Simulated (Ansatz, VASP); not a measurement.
## LaSb in VASP and in Ansatz

File INCAR:

```
PREC = Accurate
ENCUT = 520
EDIFF = 1E-8
ISMEAR = -1
SIGMA = 0.05
LREAL = F
LASPH = T
NELM = 60
ALGO = Normal
ISIF = 2
LWAVE = F
LCHARG = F
GGA = CA
LEFG = T
NBANDS = 15
```

File KPOINTS:

```
Automatic mesh
0
Gamma
  10 10 10
```

POSCAR

```
LaSb
1.0
    0.0000000000      3.2450000000      3.2450000000
    3.2450000000      0.0000000000      3.2450000000
    3.2450000000      3.2450000000      0.0000000000
La Sb
1 1
Direct
    0.0000000000      0.0000000000      0.0000000000
    0.5000000000      0.5000000000      0.5000000000
```

Input for Ansatz:

```yaml
crystal:
  lattice:
    - [0.0, 3.245, 3.245]
    - [3.245, 0.0, 3.245]
    - [3.245, 3.245, 0.0]
  atoms:
    - { symbol: La, position: [0.0, 0.0, 0.0] }
    - { symbol: Sb, position: [0.5, 0.5, 0.5] }
kpoints:
  mp_grid: { grid: [10, 10, 10] }
  band_path:
    path:
      - [0.0, 0.0, 0.0]
      - [0.5, 0.0, 0.5]
      - [0.625, 0.25, 0.625]
      - [0.375, 0.375, 0.75]
      - [0.0, 0.0, 0.0]
      - [0.5, 0.5, 0.5]
      - [0.5, 0.25, 0.75]
      - [0.5, 0.0, 0.5]
    npoints: 6
scf:
  occupations: { method: fermi_dirac, width: 0.05 }
hamiltonian:
  xc: lda
  pseudopotentials: { kind: paw }
output:
  forces: true
  stress: true
  eigenvalues: true
  efg: { contact_densities: true }
  populations: true
```

Change from the starting cell: volume scaled by 1, PAW files.

Alike in both runs: task electric field gradients; functional LDA; k mesh 10 × 10 × 10; occupations fermi-dirac, width 0.05 eV; no spin polarisation.

```csv
,VASP,Ansatz
version,VASP 6.6.1,Ansatz 0.2.0
potentials or method,"VASP PAW LDA potentials, release 64 (La, Sb)","PAW with Ansatz's default frozen-core files, scalar-relativistic"
plane-wave cutoff (eV),520,420
valence electrons in the cell,16,26
```

|  | VASP | Ansatz | Ansatz less VASP |
| --- | --- | --- | --- |
| pressure (GPa) | -2.3 | -2.3 | -0.05 |

LDA's correlation is that of Perdew and Zunger in VASP and of Perdew and Wang (1992) in Ansatz. VASP's potentials hold 16 valence electrons a cell and Ansatz's 26, so a difference there can come from the potentials and not from the codes.

Neither program's run includes spin-orbit coupling.
